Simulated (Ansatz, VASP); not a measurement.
## Two plane-wave programs on Si

```
CELL_PARAMETERS angstrom
-1.52263 1.52263 1.52263
1.52263 -1.52263 1.52263
1.52263 1.52263 -1.52263
ATOMIC_POSITIONS crystal
Si 0.00000 0.00000 0.00000
```

Alike in both runs: functional r2SCAN; k mesh 14 × 14 × 14; occupations fermi-dirac, width 0.1 eV; no spin polarisation.

Ansatz relaxed the structure, and its values are those at the end. VASP's run is a single point on that final structure, the one shown.

```csv
,VASP,Ansatz
version,VASP 6.6.1,Ansatz 0.2.0
potentials or method,"VASP PAW PBE potentials, release 64 (Si), cutoff 520 eV","plane waves (500 eV) with PAW, scalar-relativistic"
valence electrons in the cell,4,4
```

|  | VASP | Ansatz | Ansatz less VASP |
| --- | --- | --- | --- |
| pressure (GPa) | 0.1 | 0.0 | -0.05 |

VASP's potentials were made for PBE, not for r2SCAN.
